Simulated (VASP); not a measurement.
# HfB3N (Amm2) in VASP: single point with PBE

Aim: the single point of HfB3N with PBE.

Everything below comes from runs of VASP 6.6.1. Logs are shortened: lines on timing, memory, paths and dates and some standing lists are left out, and cuts for length are marked.

## Step 1: The cell of the first run

It takes space group Amm2 (No. 38, orthorhombic). The conventional cell has a = 3.005 Å, b = 3.582 Å, c = 9.930 Å, α = 90.00°, β = 90.00°, γ = 90.00°. Hf (site symmetry mm2) has 2 N at 2.22 Å and 8 B at 2.46 to 2.78 Å within 2.9 Å. Within 2.3 Å of B (site symmetry mm2) lie 2 B at 1.70 Å. Within 2.0 Å of B (site symmetry m) lie 1 N at 1.48 Å and 3 B at 1.70 to 1.86 Å. N (site symmetry mm2) has 2 B at 1.48 Å within 2.0 Å.

## Step 2: Single point, PBE

The input, INCAR:

```
PREC = Accurate ; ENCUT = 520
EDIFF = 1E-6 ; ISMEAR = 0
SIGMA = 0.2 ; LREAL = False
LASPH = True ; NELM = 100
ALGO = Normal ; ISIF = 2
LWAVE = False ; LCHARG = False
GGA = PE ; NBANDS = 20
```

The input, KPOINTS:

```
regular mesh
0
Gamma
  4 6 4
```

The input, POSCAR:

```
HfB3N
1.0
    3.5820449668      0.0000000000     -0.0013066031
    0.0000000000      3.0051814926      0.0000000000
   -1.7892729764      0.0000000000      4.9654057752
Hf B N
1 3 1
Direct
    0.9168341084      0.0000000000      0.0144823924
    0.3413481644      0.5000000000      0.8634822168
    0.9382493052      0.5000000000      0.5754500238
    0.4564168324      0.5000000000      0.5754652935
    0.0812274097      0.5000000000      0.3432724934
```

Potentials or basis: VASP PAW PBE potentials, release 64 (Hf_pv, B, N).

The run is started by

```console
> cat potpaw_PBE.64/Hf_pv/POTCAR potpaw_PBE.64/B/POTCAR potpaw_PBE.64/N/POTCAR > POTCAR
> mpirun -np 1 vasp_std > vasp.out
```

OUTCAR:

```text
PREC = Accurate
   ENCUT = 520
   EDIFF = 1E-6
   ISMEAR = 0
   LREAL = False
   LASPH = True
   NELM = 100
   ISIF = 2
   GGA = PE

 ion  position               nearest neighbor table
   1  0.917  0.000  0.014-   5 2.22   5 2.22   2 2.46   2 2.46   2 2.46   2 2.46   4 2.78   4 2.78
                             3 2.78   3 2.78
   2  0.341  0.500  0.863-   4 1.70   3 1.70   1 2.46   1 2.46   1 2.46   1 2.46
   3  0.938  0.500  0.575-   5 1.48   2 1.70   4 1.73   4 1.86   1 2.78   1 2.78
   4  0.456  0.500  0.575-   5 1.48   2 1.70   3 1.73   3 1.86   1 2.78   1 2.78
   5  0.081  0.500  0.343-   3 1.48   4 1.48   1 2.22   1 2.22

  LATTYP: Found a simple monoclinic cell.
 ALAT       =     3.5820452051
 B/A-ratio  =     0.8389568865
 C/A-ratio  =     1.4734342022
 COS(beta)  =    -0.3393316388

  Lattice vectors:

 A1 = (   3.5820449668,   0.0000000000,  -0.0013066031)
 A2 = (   0.0000000000,  -3.0051814926,   0.0000000000)
 A3 = (  -1.7927719904,   0.0000000000,  -4.9640991721)

Analysis of symmetry for initial positions (statically):
=====================================================================
 Subroutine PRICEL returns:
 Original cell was already a primitive cell.

 Routine SETGRP: Setting up the symmetry group for a
 simple monoclinic supercell.

 Subroutine GETGRP returns: Found  2 space group operations
 (whereof  2 operations were pure point group operations)
 out of a pool of  4 trial point group operations.

The static configuration has the point symmetry C_1h.

Analysis of symmetry for dynamics (positions and initial velocities):
=====================================================================
 Subroutine PRICEL returns:
 Original cell was already a primitive cell.

 Routine SETGRP: Setting up the symmetry group for a
 simple monoclinic supercell.

 Subroutine GETGRP returns: Found  2 space group operations
 (whereof  2 operations were pure point group operations)
 out of a pool of  4 trial point group operations.

The dynamic configuration has the point symmetry C_1h.

 Subroutine INISYM returns: Found  2 space group operations
 (whereof  2 operations are pure point group operations),
 and found     1 'primitive' translations

----------------------------------------------------------------------------------------

                                     Primitive cell

  volume of cell :      53.4441

  direct lattice vectors                    reciprocal lattice vectors
     3.582044967  0.000000000 -0.001306603     0.279206841  0.000000000  0.100611567
     0.000000000  3.005181493  0.000000000     0.000000000  0.332758605  0.000000000
    -1.789272976  0.000000000  4.965405775     0.000073471  0.000000000  0.201419885

  length of vectors
     3.582045205  3.005181493  5.277949630     0.296781312  0.332758605  0.201419898

  position of ions in fractional coordinates (direct lattice)
     0.916834108  0.000000000  0.014482392
     0.341348164  0.500000000  0.863482217
     0.938249305  0.500000000  0.575450024
     0.456416832  0.500000000  0.575465294
     0.081227410  0.500000000  0.343272493

  ion indices of the primitive-cell ions
   primitive index   ion index
                 1           1
                 2           2
                 3           3
                 4           4
                 5           5

----------------------------------------------------------------------------------------

 KPOINTS: regular mesh

Automatic generation of k-mesh.
 Grid dimensions read from file:
 generate k-points for:    4    6    4

 Generating k-lattice:

  Cartesian coordinates                     Fractional coordinates (reciprocal lattice)
     0.069801710  0.000000000  0.025152892     0.250000000  0.000000000  0.000000000
     0.000000000  0.055459767  0.000000000     0.000000000  0.166666667  0.000000000
     0.000018368  0.000000000  0.050354971     0.000000000  0.000000000  0.250000000

  Length of vectors
     0.074195328  0.055459767  0.050354975

  Shift w.r.t. Gamma in fractional coordinates (k-lattice)
     0.000000000  0.000000000  0.000000000

 -----------------------------------------------------------------------------
|                                                                             |
|           W    W    AA    RRRRR   N    N  II  N    N   GGGG   !!!           |
|           W    W   A  A   R    R  NN   N  II  NN   N  G    G  !!!           |
|           W    W  A    A  R    R  N N  N  II  N N  N  G       !!!           |
|           W WW W  AAAAAA  RRRRR   N  N N  II  N  N N  G  GGG   !            |
|           WW  WW  A    A  R   R   N   NN  II  N   NN  G    G                |
|           W    W  A    A  R    R  N    N  II  N    N   GGGG   !!!           |
|                                                                             |
|     Your reciprocal lattice and k-lattice belong to different lattice       |
|     classes:                                                                |
|                                                                             |
|        The reciprocal lattice is base centered orthorhombic,                |
|        whereas your k-lattice is simple monoclinic.                         |
|                                                                             |
|     Results are often still useful ...                                      |
|                                                                             |
 -----------------------------------------------------------------------------

 Subroutine IBZKPT returns following result:
 ===========================================

 Found     40 irreducible k-points:

 Following reciprocal coordinates:
            Coordinates               Weight
  0.000000  0.000000  0.000000      1.000000
  0.250000  0.000000  0.000000      2.000000
  0.250000  0.000000 -0.250000      2.000000
  0.500000  0.000000  0.000000      1.000000
  0.500000  0.000000  0.500000      1.000000
  0.000000  0.166667  0.000000      2.000000
[... 16 lines left out ...]
  0.250000  0.000000  0.500000      2.000000
  0.500000  0.000000  0.250000      2.000000
 [... further k-points ...]
   k-points           NKPTS =     40   k-points in BZ     NKDIM =     40   number of bands    NBANDS=     20
   number of dos      NEDOS =    301   number of ions     NIONS =      5
   total plane-waves  NPLWV =  26880
   dimension x,y,z NGX =    28 NGY =   24 NGZ =   40
   dimension x,y,z NGXF=    56 NGYF=   48 NGZF=   80
   ions per type =               1   3   1
   NGX,Y,Z   is equivalent  to a cutoff of  13.00, 13.28, 12.60 a.u.
   NGXF,Y,Z  is equivalent  to a cutoff of  25.99, 26.55, 25.20 a.u.
 SYSTEM =  unknown system
   PREC   = accura    normal or accurate (medium, high low for compatibility)
   ISTART =      0    job   : 0-new  1-cont  2-samecut
   ICHARG =      2    charge: 1-file 2-atom 10-const
   ISPIN  =      1    spin polarized calculation?
   LNONCOLLINEAR =      F non collinear calculations
   LSORBIT =      F    spin-orbit coupling
   LASPH  =      T    aspherical Exc in radial PAW
   ENCUT  =  520.0 eV  38.22 Ry    6.18 a.u.   6.66  5.59  9.81*2*pi/ulx,y,z
   NELM   =    100;   NELMIN=  2; NELMDL= -5     # of ELM steps
   EDIFF  = 0.1E-05   stopping-criterion for ELM
   LREAL  =      F    real-space projection
   EDIFFG = 0.1E-04   stopping-criterion for IOM
   NSW    =      0    number of steps for IOM
   IBRION =     -1    ionic relax: 0-MD 1-quasi-New 2-CG
   NFREE  =      0    steps in history (QN), initial steepest desc. (CG)
   ISIF   =      2    stress and relaxation
   ISYM   =      2    0-nonsym 1-usesym 2-fastsym
   POTIM  = 0.5000    time-step for ionic-motion
   TEBEG  =    0.0;   TEEND  =   0.0 temperature during run
   PSTRESS=    0.0 pullay stress
   NELECT =      24.0000    total number of electrons
   NUPDOWN=      -1.0000    fix difference up-down
   EMIN   =  10.00;   EMAX   =-10.00  energy-range for DOS
   EFERMI =   0.00;   METHOD = LEGACY
   ISMEAR =     0;   SIGMA  =   0.20  broadening in eV -4-tet -1-fermi 0-gaus
   EFERMI_NEDOS =   21; number of points for ismear=-14 and -15
   IALGO  =     38    algorithm
   IMIX   =      4    mixing-type and parameters
     AMIX     =   0.40;   BMIX     =  1.00
     AMIX_MAG =   1.60;   BMIX_MAG =  1.00
  volume/ion in A,a.u.               =      10.69        72.13
  Fermi-wavevector in a.u.,A,eV,Ry     =   1.253657  2.369068 21.383681  1.571656
  Thomas-Fermi vector in A             =   2.387499
   LORBIT       =      0    0 simple, 1 ext, 2 COOP (PROOUT), +10 PAW based schemes
   GGA     = PE    functional components
   LHFCALC =     F    Hartree Fock is set to
   AEXX    =    0.0000 exact exchange contribution
   IVDW    =     0    specifies the selected vdW correction
   LEPSILON=     F    determine dielectric tensor
   LRPA    =     F    only Hartree local field effects (RPA)
 non-spin polarized calculation
 Gauss-broadening in eV      SIGMA  =   0.20
  energy-cutoff  :      520.00
  volume of cell :       53.44
 maximum number of plane-waves:      1471
 NGX is ok and might be reduce to    28
   NGX = 13   NGY = 11   NGZ = 19

 number of electron      23.9999999 magnetization

 Free energy of the ion-electron system (eV)
  ---------------------------------------------------
  ext. energy  EPLUGINS =         0.00000000
  ---------------------------------------------------
  free energy    TOTEN  =       -39.64143053 eV

  energy without entropy =      -39.61300382  energy(sigma->0) =      -39.62721717

 E-fermi :   4.9720     XC(G=0): -11.1954

 val. band max:        4.9306357498   @ k =   0.0000   0.0000   0.2500
 cond. band min:       5.0469874227   @ k =   0.2500  -0.3333   0.5000
 fundamental gap:      0.1163516729
 Fermi energy:         4.9719810186

 k-point     1 :       0.0000    0.0000    0.0000
  band No.  band energies     occupation
      1     -25.7661      2.00000
      2     -25.5642      2.00000
      3     -25.2681      2.00000
      4     -12.4558      2.00000
      5      -5.3448      2.00000
      6      -2.9175      2.00000
[... 12 lines left out ...]
     19      12.9615      0.00000
     20      12.9995      0.00000

 k-point     2 :       0.2500    0.0000    0.0000
  band No.  band energies     occupation
      1     -25.7602      2.00000
      2     -25.6362      2.00000
      3     -25.2621      2.00000
      4     -12.2818      2.00000
      5      -5.1980      2.00000
      6      -3.3547      2.00000
[... 498 lines left out ...]
 k-point    24 :       0.5000    0.0000    0.2500
  band No.  band energies     occupation
      1     -25.7541      2.00000
      2     -25.7073      2.00000
      3     -25.2560      2.00000
      4     -12.0959      2.00000
      5      -4.8917      2.00000
      6      -4.3154      2.00000
[... 12 lines left out ...]
     19      12.4155      0.00000
     20      13.9692      0.00000

 [... further k-points ...]
[... 5 lines left out ...]
  --------------------------------------------------------------------------------------
  -------------------------------------------------------------------------------------
  Total       -0.0338915     -0.2606881     -0.0475089      0.0000000      0.0000000     -0.0005783
  in kB       -1.0160182     -7.8150628     -1.4242489      0.0000000      0.0000000     -0.0173367
  external PRESSURE =      -3.4184433 kB  Pullay stress =       0.0000000 kB

 VOLUME and BASIS-vectors are now :
 -----------------------------------------------------------------------------
  energy-cutoff  :      520.00
  volume of cell :       53.44
      direct lattice vectors                 reciprocal lattice vectors
     3.582044967  0.000000000 -0.001306603     0.279206841  0.000000000  0.100611567
     0.000000000  3.005181493  0.000000000     0.000000000  0.332758605  0.000000000
    -1.789272976  0.000000000  4.965405775     0.000073471  0.000000000  0.201419885

 POSITION                                       TOTAL-FORCE (eV/Angst)
 -----------------------------------------------------------------------------------
      3.25823      0.00000      0.07071         0.000652      0.000000      0.076170
     -0.32228      1.50259      4.28709        -0.000680      0.000000      0.031293
      2.33121      1.50259      2.85612        -0.021466      0.000000      0.009492
      0.60524      1.50259      2.85682         0.020668      0.000000      0.007889
     -0.32325      1.50259      1.70438         0.000826      0.000000     -0.124844
 -----------------------------------------------------------------------------------
    total drift:                               -0.000072     -0.000000      0.000778

  FREE ENERGIE OF THE ION-ELECTRON SYSTEM (eV)
  ---------------------------------------------------
  free  energy   TOTEN  =       -39.6414305313 eV

  energy  without entropy=      -39.6130038168  energy(sigma->0) =      -39.62721717
```

It took 16 s on 1 thread of Intel Xeon 6975P-C (Granite Rapids), shared host; peak memory 0.19 GiB.

Results:

```
Free energy            : -39.6414 eV
Pressure               : -0.3 GPa
Largest force          : 0.125 eV/Å
Band gap on the k mesh : zero (band 12 reaches 5.50 eV, above the bottom of band 13 at 4.23 eV)
```

Forces on the atoms (eV/Å):
```
Hf   0.001  0.000  0.076
B   -0.001  0.000  0.031
B   -0.021  0.000  0.009
B    0.021  0.000  0.008
N    0.001  0.000 -0.125
```

Stress tensor (GPa, compression positive):
```
-0.10  0.00  0.00
 0.00 -0.78  0.00
 0.00  0.00 -0.14
```

Caveat: the k points lie up to 0.47 Å⁻¹ apart; spin-orbit coupling is left out, which moves the levels of the heavy elements.
